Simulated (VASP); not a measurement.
Runs of VASP 6.6.1 on La2O3. The structure is that of space group P-3m1 (No. 164), or close to it. The cells are those of the table. 

```tsv
cell	gap on the mesh (eV)	pressure (GPa)	largest force (eV/Å)
a = 3.860, b = 3.860, c = 6.001 Å, angles 90.0, 90.0, 120.0°, 5 atoms	3.87	10.0	0.44
a = 3.965, b = 3.965, c = 6.166 Å, angles 90.0, 90.0, 120.0°, 5 atoms	3.82	-1.8	0.19
a = 3.823, b = 3.823, c = 5.944 Å, angles 90.0, 90.0, 120.0°, 5 atoms	3.87	15.2	0.70
a = 3.896, b = 3.896, c = 6.057 Å, angles 90.0, 90.0, 120.0°, 5 atoms	3.87	5.5	0.21
a = 3.999, b = 3.999, c = 6.219 Å, angles 90.0, 90.0, 120.0°, 5 atoms	(b)	(a)	0.36
a = 4.033, b = 4.033, c = 6.271 Å, angles 90.0, 90.0, 120.0°, 5 atoms	3.73	-7.3	0.52
a = 3.931, b = 3.931, c = 6.112 Å, angles 90.0, 90.0, 120.0°, 5 atoms	3.86	1.6	0.01
```

Alike in all rows: task single point; level PBE; potentials or basis VASP PAW PBE potentials, release 64 (La, O); no spin polarisation; k mesh 6 × 6 × 4; cutoff (eV) 520; smearing gaussian 0.01 eV.

Estimate the missing entries.

(a) -4.8; (b) 3.78.

Caveats: spin-orbit coupling is left out, which moves the levels of the heavy elements; the cell stands under pressure (at least some runs); the cell stands under tension (at least some runs).

A k mesh can miss the band edges, and the runs leave out spin-orbit coupling on La.
